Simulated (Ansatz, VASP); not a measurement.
**AlN: VASP beside Ansatz**

```
CELL_PARAMETERS angstrom
0.00000 2.17105 2.17105
2.17105 0.00000 2.17105
2.17105 2.17105 0.00000
ATOMIC_POSITIONS crystal
Al 0.00000 0.00000 0.00000
N 0.25000 0.25000 0.25000
```

Alike in both runs: functional LDA; k mesh 10 × 10 × 10; occupations gaussian, width 0.02 eV; no spin polarisation.

Ansatz relaxed the structure, and its values are those at the end. VASP's run is a single point on that final structure, the one shown.

|  | VASP | Ansatz |
| --- | --- | --- |
| version | VASP 6.6.1 | Ansatz 0.2.0 |
| potentials or method | VASP PAW LDA potentials, release 64 (Al, N), cutoff 600 eV | scalar-relativistic, plane waves, PAW |
| valence electrons in the cell | 8 | 8 |

|  | VASP | Ansatz | Ansatz less VASP |
| --- | --- | --- | --- |
| gap on the k mesh at the Fermi level (eV) | 3.23 | 3.25 | +0.019 |
| least direct gap on the mesh (eV) | 4.39 | 4.39 | -0.008 |
| pressure (GPa) | 0.6 | 0.0 | -0.57 |

Ansatz warns that its potentials were made for another functional, while VASP's fit it. LDA's correlation is that of Perdew and Zunger in VASP and of Perdew and Wang (1992) in Ansatz.
